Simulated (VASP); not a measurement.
Crystal: GeSe.

```xyz
8
Lattice="10.7900 0.0000 0.0000 0.0000 3.8200 0.0000 0.0000 0.0000 4.3800" Properties=species:S:1:pos:R:3 pbc="T T T"
Ge    1.3056    2.8650    3.9157
Ge    6.7006    2.8650    2.6543
Ge    4.0894    0.9550    1.7257
Ge    9.4844    0.9550    0.4643
Se    9.1931    2.8650    2.1769
Se    3.7981    2.8650    0.0131
Se    6.9919    0.9550    4.3669
Se    1.5969    0.9550    2.2031
```

| Item | Value |
| --- | --- |
| Program | VASP 6.6.1 |
| Task | relaxation of the atoms |
| Functional | PBE |
| Potentials or basis | VASP PAW PBE potentials, release 64 (Ge_d, Se) |
| Cutoff | 450 eV |
| k mesh | 3 × 7 × 6 |
| Occupations | fermi-dirac, width 0.02 eV |
| Spin | no spin polarisation |

At the start: pressure 3.1 GPa; volume 22.57 Å³/atom.

Q: How do energy, volume and symmetry change on relaxing?

A: Over 3 steps the energy falls by 2.9 meV/atom; space group Pnma (No. 62, to 0.1 Å) before and after.

The path:
| step | energy change (eV) | largest force (eV/Å) | pressure (GPa) |
| --- | --- | --- | --- |
| 1 | 0.0000 | 0.2639 | 3.13 |
| 2 | -0.0169 | 0.1390 | 2.70 |
| 3 | -0.0234 | 0.0192 | 2.23 |

Final structure:
```xyz
8
Lattice="10.7900 0.0000 0.0000 0.0000 3.8200 0.0000 0.0000 0.0000 4.3800" Properties=species:S:1:pos:R:3 pbc="T T T"
Ge    1.2828    2.8650    3.9200
Ge    6.6778    2.8650    2.6500
Ge    4.1122    0.9550    1.7300
Ge    9.5072    0.9550    0.4600
Se    9.2209    2.8650    2.1812
Se    3.8259    2.8650    0.0088
Se    6.9641    0.9550    4.3712
Se    1.5691    0.9550    2.1988
```
